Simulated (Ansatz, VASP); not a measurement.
**One calculation of Mo, two programs**

```
Mo
1.0
    -1.55836    1.55836    1.55836
     1.55836   -1.55836    1.55836
     1.55836    1.55836   -1.55836
Mo
1
Direct
  0.00000 0.00000 0.00000
```

Alike in both runs: functional PBEsol; dispersion D4; k mesh 18 × 18 × 18; occupations gaussian, width 0.1 eV; no spin polarisation.

Ansatz relaxed the structure, and its values are those at the end. VASP's run is a single point on that final structure, the one shown.

|  | VASP | Ansatz |
| --- | --- | --- |
| version | VASP 6.6.1 | Ansatz 0.2.0 |
| potentials or method | VASP PAW PBE potentials, release 64 (Mo_sv), cutoff 500 eV | scalar-relativistic, plane waves, PAW |
| valence electrons in the cell | 14 | 14 |

VASP gave:

| Property | Result |
| --- | --- |
| gap on the k mesh at the Fermi level (eV) | none |
| pressure (GPa) | 0.6 |

Question: Which values does Ansatz return?

Answer: gap on the k mesh at the Fermi level (eV): none; pressure (GPa): 0.0.

VASP's potentials were made for PBE, not for PBEsol, and Ansatz warns of the same on its side. A gap of «none» marks a metal or a gap that the smearing closes.
